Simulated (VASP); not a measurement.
Cr, 1 atom in the cell. The structure is cubic, space group Im-3m (No. 229). The conventional cell has a = 2.884 Å, b = 2.884 Å, c = 2.884 Å, α = 90.00°, β = 90.00°, γ = 90.00°. Cr (site symmetry m-3m) has 14 Cr at 2.50 to 2.88 Å within 3.3 Å. 

* Program: VASP 6.6.1
* Task: single point
* Functional: PBEsol
* Potentials or basis: VASP PAW PBE potentials, release 64 (Cr_pv)
* Cutoff: 520 eV
* k mesh: 15 × 15 × 15
* Occupations: gaussian, width 0.1 eV
* Spin: collinear spin, ferromagnetic start
* Starting moments: [3.0] μB
* Dipole correction: no
* Further INCAR settings: ALGO = Normal; EDIFF = 1e-06; NBANDS = 16

Potentials or basis: VASP PAW PBE potentials, release 64 (Cr_pv).

Launch:

```bash
$ cat potpaw_PBE.64/Cr_pv/POTCAR > POTCAR
$ mpirun -np 1 vasp_std > vasp.out
```

Hardware: 1 thread of Intel(R) Xeon(R) Platinum 8488C (Sapphire Rapids), with other jobs on the host.

Problem. How long does it take, and how much memory?

Solution. Run time: 24 s on 1 thread of Intel(R) Xeon(R) Platinum 8488C (Sapphire Rapids), on a shared host, peak memory 0.15 GiB. Counts: scf iterations 12, k points 120.
